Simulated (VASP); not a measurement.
# GaSb (I-4m2) in VASP: further runs

Runs on GaSb. Level: LDA. Tasks: single point.

Everything below comes from runs of VASP 6.6.1. Logs are shortened: lines on timing, memory, paths and dates and some standing lists are left out, and cuts for length are marked.

**1. The cell of the first run**

It takes space group I-4m2 (No. 119, tetragonal). Conventional cell: a = 5.470 Å, b = 5.470 Å, c = 3.129 Å, α = 90.00°, β = 90.00°, γ = 90.00°. Ga (site symmetry -4m2) has 8 Sb at 2.84 to 3.60 Å and 2 Ga at 3.13 Å within 3.7 Å. Within 3.7 Å of Sb (site symmetry -4m2) lie 8 Ga at 2.84 to 3.60 Å and 2 Sb at 3.13 Å.

**2. Single point, LDA**

INCAR reads:

```
PREC = Accurate
ENCUT = 520
EDIFF = 1E-7
ISMEAR = 0
SIGMA = 0.15
LREAL = F
LASPH = T
NELM = 60
ALGO = Normal
ISIF = 2
LWAVE = F
LCHARG = T
GGA = CA
LELF = T
LVHAR = T
NBANDS = 16
```

KPOINTS reads:

```
Automatic mesh
0
Gamma
  16 16 16
```

POSCAR reads:

```
GaSb
1.0
   -2.7351500000      2.7351500000      1.5643000000
    2.7351500000     -2.7351500000      1.5643000000
    2.7351500000      2.7351500000     -1.5643000000
Ga Sb
1 1
Direct
    0.2500000000      0.7500000000      0.5000000000
    0.0000000000      0.0000000000      0.0000000000
```

Potentials or basis: VASP PAW LDA potentials, release 64 (Ga_d, Sb).

Run with:

```sh
cat potpaw_LDA.64/Ga_d/POTCAR potpaw_LDA.64/Sb/POTCAR > POTCAR
mpirun -np 1 vasp_std > vasp.out
```

OUTCAR:

```text
PREC = Accurate
   ENCUT = 520
   EDIFF = 1E-7
   ISMEAR = 0
   LREAL = F
   LASPH = T
   NELM = 60
   ISIF = 2
   GGA = CA

 ion  position               nearest neighbor table
   1  0.250  0.750  0.500-   2 2.84   2 2.84   2 2.84   2 2.84
   2  0.000  0.000  0.000-   1 2.84   1 2.84   1 2.84   1 2.84

  LATTYP: Found a body centered tetragonal cell.
 ALAT       =     5.4703000000
 C/A-ratio  =     0.5719247573

  Lattice vectors:

 A1 = (  -2.7351500000,   2.7351500000,   1.5643000000)
 A2 = (   2.7351500000,  -2.7351500000,   1.5643000000)
 A3 = (   2.7351500000,   2.7351500000,  -1.5643000000)

Analysis of symmetry for initial positions (statically):
=====================================================================
 Subroutine PRICEL returns:
 Original cell was already a primitive cell.

 Routine SETGRP: Setting up the symmetry group for a
 body centered tetragonal supercell.

 Subroutine GETGRP returns: Found  8 space group operations
 (whereof  8 operations were pure point group operations)
 out of a pool of 16 trial point group operations.

The static configuration has the point symmetry D_2d.

Analysis of symmetry for dynamics (positions and initial velocities):
=====================================================================
 Subroutine PRICEL returns:
 Original cell was already a primitive cell.

 Routine SETGRP: Setting up the symmetry group for a
 body centered tetragonal supercell.

 Subroutine GETGRP returns: Found  8 space group operations
 (whereof  8 operations were pure point group operations)
 out of a pool of 16 trial point group operations.

The dynamic configuration has the point symmetry D_2d.

 Subroutine INISYM returns: Found  8 space group operations
 (whereof  8 operations are pure point group operations),
 and found     1 'primitive' translations

----------------------------------------------------------------------------------------

                                     Primitive cell

  volume of cell :      46.8104

  direct lattice vectors                    reciprocal lattice vectors
    -2.735150000  2.735150000  1.564300000     0.000000000  0.182805331  0.319631784
     2.735150000 -2.735150000  1.564300000     0.182805331  0.000000000  0.319631784
     2.735150000  2.735150000 -1.564300000     0.182805331  0.182805331  0.000000000

  length of vectors
     4.172424419  4.172424419  4.172424419     0.368214973  0.368214973  0.258525778

  position of ions in fractional coordinates (direct lattice)
     0.250000000  0.750000000  0.500000000
     0.000000000  0.000000000  0.000000000

  ion indices of the primitive-cell ions
   primitive index   ion index
                 1           1
                 2           2

----------------------------------------------------------------------------------------

 KPOINTS: Automatic mesh

Automatic generation of k-mesh.
 Grid dimensions read from file:
 generate k-points for:   16   16   16

 Generating k-lattice:

  Cartesian coordinates                     Fractional coordinates (reciprocal lattice)
     0.000000000  0.011425333  0.019976987     0.062500000  0.000000000 -0.000000000
     0.011425333  0.000000000  0.019976987     0.000000000  0.062500000 -0.000000000
     0.011425333  0.011425333  0.000000000     0.000000000  0.000000000  0.062500000

  Length of vectors
     0.023013436  0.023013436  0.016157861

  Shift w.r.t. Gamma in fractional coordinates (k-lattice)
     0.000000000  0.000000000  0.000000000

 Subroutine IBZKPT returns following result:
 ===========================================

 Found    349 irreducible k-points:

 Following reciprocal coordinates:
            Coordinates               Weight
  0.000000  0.000000  0.000000      1.000000
  0.062500  0.000000  0.000000      8.000000
  0.125000  0.000000  0.000000      8.000000
  0.187500  0.000000  0.000000      8.000000
  0.250000  0.000000  0.000000      8.000000
  0.312500 -0.000000  0.000000      8.000000
[... 16 lines left out ...]
 -0.125000  0.062500  0.000000     16.000000
 -0.062500  0.062500  0.000000      4.000000
 [... further k-points ...]
   k-points           NKPTS =    349   k-points in BZ     NKDIM =    349   number of bands    NBANDS=     16
   number of dos      NEDOS =    301   number of ions     NIONS =      2
   total plane-waves  NPLWV =  32768
   dimension x,y,z NGX =    32 NGY =   32 NGZ =   32
   dimension x,y,z NGXF=    64 NGYF=   64 NGZF=   64
   ions per type =               1   1
   NGX,Y,Z   is equivalent  to a cutoff of  12.75, 12.75, 12.75 a.u.
   NGXF,Y,Z  is equivalent  to a cutoff of  25.50, 25.50, 25.50 a.u.
 SYSTEM =  unknown system
   PREC   = accura    normal or accurate (medium, high low for compatibility)
   ISTART =      0    job   : 0-new  1-cont  2-samecut
   ICHARG =      2    charge: 1-file 2-atom 10-const
   ISPIN  =      1    spin polarized calculation?
   LNONCOLLINEAR =      F non collinear calculations
   LSORBIT =      F    spin-orbit coupling
   LASPH  =      T    aspherical Exc in radial PAW
   ENCUT  =  520.0 eV  38.22 Ry    6.18 a.u.   7.76  7.76  7.76*2*pi/ulx,y,z
   NELM   =     60;   NELMIN=  2; NELMDL= -5     # of ELM steps
   EDIFF  = 0.1E-06   stopping-criterion for ELM
   LREAL  =      F    real-space projection
   EDIFFG = 0.1E-05   stopping-criterion for IOM
   NSW    =      0    number of steps for IOM
   IBRION =     -1    ionic relax: 0-MD 1-quasi-New 2-CG
   NFREE  =      0    steps in history (QN), initial steepest desc. (CG)
   ISIF   =      2    stress and relaxation
   ISYM   =      2    0-nonsym 1-usesym 2-fastsym
   POTIM  = 0.5000    time-step for ionic-motion
   TEBEG  =    0.0;   TEEND  =   0.0 temperature during run
   PSTRESS=    0.0 pullay stress
   NELECT =      18.0000    total number of electrons
   NUPDOWN=      -1.0000    fix difference up-down
   EMIN   =  10.00;   EMAX   =-10.00  energy-range for DOS
   EFERMI =   0.00;   METHOD = LEGACY
   ISMEAR =     0;   SIGMA  =   0.15  broadening in eV -4-tet -1-fermi 0-gaus
   EFERMI_NEDOS =   21; number of points for ismear=-14 and -15
   IALGO  =     38    algorithm
   IMIX   =      4    mixing-type and parameters
     AMIX     =   0.40;   BMIX     =  1.00
     AMIX_MAG =   1.60;   BMIX_MAG =  1.00
  volume/ion in A,a.u.               =      23.41       157.95
  Fermi-wavevector in a.u.,A,eV,Ry     =   1.190469  2.249661 19.282412  1.417217
  Thomas-Fermi vector in A             =   2.326553
   LORBIT       =      0    0 simple, 1 ext, 2 COOP (PROOUT), +10 PAW based schemes
   GGA     = CA    functional components
   LHFCALC =     F    Hartree Fock is set to
   AEXX    =    0.0000 exact exchange contribution
   IVDW    =     0    specifies the selected vdW correction
   LEPSILON=     F    determine dielectric tensor
   LRPA    =     F    only Hartree local field effects (RPA)
 non-spin polarized calculation
 Gauss-broadening in eV      SIGMA  =   0.15
  energy-cutoff  :      520.00
  volume of cell :       46.81
 maximum number of plane-waves:      1290
   NGX = 15   NGY = 15   NGZ = 15

 number of electron      18.0000010 magnetization

 Free energy of the ion-electron system (eV)
  ---------------------------------------------------
  ext. energy  EPLUGINS =         0.00000000
  ---------------------------------------------------
  free energy    TOTEN  =        -8.36339243 eV

  energy without entropy =       -8.35443411  energy(sigma->0) =       -8.35891327

 E-fermi :   6.7097     XC(G=0): -10.5946

 val. band max:        6.7079743472   @ k =   0.3125   0.0625   0.0625
 cond. band min:       6.7181103046   @ k =  -0.2500  -0.3750   0.0625
 fundamental gap:      0.0101359574
 Fermi energy:         6.7097208731

 k-point     1 :       0.0000    0.0000    0.0000
  band No.  band energies     occupation
      1      -8.3433      2.00000
      2      -8.2550      2.00000
      3      -8.2478      2.00000
      4      -8.2174      2.00000
      5      -8.2174      2.00000
      6      -5.4578      2.00000
[... 8 lines left out ...]
     15      16.6108      0.00000
     16      17.3177      0.00000

 k-point     2 :       0.0625    0.0000    0.0000
  band No.  band energies     occupation
      1      -8.3376      2.00000
      2      -8.2556      2.00000
      3      -8.2470      2.00000
      4      -8.2198      2.00000
      5      -8.2198      2.00000
      6      -5.3805      2.00000
[... 8 lines left out ...]
     15      16.7662      0.00000
     16      17.0993      0.00000

 k-point     3 :       0.1250    0.0000    0.0000
  band No.  band energies     occupation
      1      -8.3216      2.00000
      2      -8.2571      2.00000
      3      -8.2446      2.00000
      4      -8.2266      2.00000
      5      -8.2264      2.00000
      6      -5.1490      2.00000
[... 8 lines left out ...]
     15      15.8032      0.00000
     16      16.3551      0.00000

 k-point     4 :       0.1875    0.0000    0.0000
  band No.  band energies     occupation
      1      -8.2978      2.00000
      2      -8.2596      2.00000
      3      -8.2434      2.00000
      4      -8.2365      2.00000
      5      -8.2341      2.00000
      6      -4.7652      2.00000
[... 8 lines left out ...]
     15      14.9998      0.00000
     16      16.2535      0.00000
[... 324 lines left out ...]
 k-point    22 :      -0.1875    0.0625    0.0000
  band No.  band energies     occupation
      1      -8.3205      2.00000
      2      -8.2595      2.00000
      3      -8.2436      2.00000
      4      -8.2267      2.00000
      5      -8.2253      2.00000
      6      -5.0449      2.00000
[... 8 lines left out ...]
     15      15.9274      0.00000
     16      16.2901      0.00000

 k-point    23 :      -0.1250    0.0625    0.0000
  band No.  band energies     occupation
      1      -8.3368      2.00000
      2      -8.2572      2.00000
      3      -8.2460      2.00000
      4      -8.2200      2.00000
      5      -8.2191      2.00000
      6      -5.3108      2.00000
[... 8 lines left out ...]
     15      16.6501      0.00000
     16      16.9188      0.00000

 k-point    24 :      -0.0625    0.0625    0.0000
  band No.  band energies     occupation
      1      -8.3429      2.00000
      2      -8.2559      2.00000
      3      -8.2473      2.00000
      4      -8.2175      2.00000
      5      -8.2171      2.00000
      6      -5.4229      2.00000
[... 8 lines left out ...]
     15      16.5028      0.00000
     16      17.3823      0.00000

 [... further k-points ...]
[... 5 lines left out ...]
  --------------------------------------------------------------------------------------
  -------------------------------------------------------------------------------------
  Total       -0.8184548     -0.8184548     -0.7469983      0.0000000      0.0000000      0.0000000
  in kB      -28.0132152    -28.0132152    -25.5674758      0.0000000      0.0000000      0.0000000
  external PRESSURE =     -27.1979687 kB  Pullay stress =       0.0000000 kB

 VOLUME and BASIS-vectors are now :
 -----------------------------------------------------------------------------
  energy-cutoff  :      520.00
  volume of cell :       46.81
      direct lattice vectors                 reciprocal lattice vectors
    -2.735150000  2.735150000  1.564300000     0.000000000  0.182805331  0.319631784
     2.735150000 -2.735150000  1.564300000     0.182805331  0.000000000  0.319631784
     2.735150000  2.735150000 -1.564300000     0.182805331  0.182805331  0.000000000

 POSITION                                       TOTAL-FORCE (eV/Angst)
 -----------------------------------------------------------------------------------
      2.73515      0.00000      0.78215        -0.000000      0.000000     -0.000000
      0.00000      0.00000      0.00000         0.000000     -0.000000      0.000000
 -----------------------------------------------------------------------------------
    total drift:                                0.000000     -0.000000      0.000000

  FREE ENERGIE OF THE ION-ELECTRON SYSTEM (eV)
  ---------------------------------------------------
  free  energy   TOTEN  =        -8.3633924273 eV

  energy  without entropy=       -8.3544341079  energy(sigma->0) =       -8.35891327
```

Run time: 5.3 min. Hardware: 1 thread of Intel Xeon 8259CL, shared host; peak memory 0.38 GiB.

Results:

```
Free energy            : -8.3634 eV
Pressure               : -2.7 GPa
Band gap on the k mesh : zero (bands 9 and 10 overlap by 4.78 eV)
```

Levels at points of the mesh, in eV from the Fermi level:
```tsv
k point	band 7	band 8	band 9	band 10	band 11	band 12
(0.00, 0.00, 0.00)	-3.02	-1.95	-1.95	3.42	5.26	7.15
(0.50, 0.00, 0.00)	-5.71	-2.50	-1.48	-1.20	2.43	3.30
(0.50, 0.50, 0.00)	-8.22	-0.02	1.77	2.11	2.33	4.75
(0.50, 0.50, 0.50)	-6.07	-5.10	-5.10	3.67	5.14	10.46
```

Caveat: spin-orbit coupling is left out, which moves the levels of the heavy elements.

**3. Single point, LDA**

INCAR reads:

```
  PREC = Accurate
  ENCUT = 520
  EDIFF = 1E-6
  ISMEAR = 0
  SIGMA = 0.15
  LREAL = F
  LASPH = T
  NELM = 60
  ALGO = Normal
  ISIF = 2
  LWAVE = F
  LCHARG = F
  GGA = CA
  NBANDS = 16
```

KPOINTS is that of step 2.

POSCAR reads:

```
GaSb
1.0
   -2.7800000000      2.7800000000      1.5130000000
    2.7800000000     -2.7800000000      1.5130000000
    2.7800000000      2.7800000000     -1.5130000000
Ga Sb
1 1
Direct
    0.2500000000      0.7500000000      0.5000000000
    0.0000000000      0.0000000000      0.0000000000
```

Potentials or basis: VASP PAW LDA potentials, release 64 (Ga_d, Sb).

Run with:

```sh
cat potpaw_LDA.64/Ga_d/POTCAR potpaw_LDA.64/Sb/POTCAR > POTCAR
mpirun -np 1 vasp_std > vasp.out
```

It took 4.3 min on 1 thread of Intel Xeon 8259CL, shared host; peak memory 0.37 GiB.

It converged, with:

| Item | Value |
| --- | --- |
| Free energy | -8.3494 eV |
| Pressure | -2.8 GPa |
| Band gap on the k mesh | zero (bands 9 and 10 overlap by 4.49 eV) |

Stress tensor (GPa, compression positive):
```
-3.68  0.00  0.00
 0.00 -3.68  0.00
 0.00  0.00 -0.95
```

Levels at points of the mesh, in eV from the Fermi level:
```csv
k point,band 6,band 7,band 8,band 9,band 10,band 11,band 12,band 13
"(0.00, 0.00, 0.00)",-12.23,-3.53,-2.18,-2.18,3.21,6.00,6.79,6.79
"(0.50, 0.00, 0.00)",-8.07,-5.63,-2.61,-1.30,-1.29,2.47,3.19,5.05
"(0.50, 0.50, 0.00)",-10.85,-8.28,-0.32,1.58,1.65,1.93,5.45,7.49
"(0.50, 0.50, 0.50)",-9.77,-6.27,-5.17,-5.17,4.55,6.04,9.87,9.87
```

Caveat: spin-orbit coupling is left out, which moves the levels of the heavy elements.

(Continued in part 2 of 2.)
